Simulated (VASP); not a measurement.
Input of a VASP 6.6.1 run:

Contents of INCAR:

```
PREC = Accurate
ENCUT = 520
EDIFF = 1E-6
ISMEAR = 0
SIGMA = 0.15
LREAL = F
LASPH = T
NELM = 80
ALGO = Normal
ISIF = 2
LWAVE = F
LCHARG = T
GGA = PE
LELF = T
LVHAR = T
NBANDS = 8
```

KPOINTS

```
Automatic mesh
0
Gamma
  22 22 22
```

Contents of POSCAR:

```
Al
1.0
   -1.7298318766      1.7298318766      1.4897312121
    1.7298318766     -1.7298318766      1.4897312121
    1.7298318766      1.7298318766     -1.4897312121
Al
1
Direct
    0.0000000000      0.0000000000      0.0000000000
```

Potentials or basis: VASP PAW PBE potentials, release 64 (Al).

Launch:

```console
$ cat potpaw_PBE.64/Al/POTCAR > POTCAR
$ mpirun -np 1 vasp_std > vasp.out
```

Problem. What does it give for the pressure?

Solution. -3.3 GPa.

Stress tensor (GPa, compression positive):
```
-2.68  0.00  0.00
 0.00 -2.68  0.00
 0.00  0.00 -4.47
```
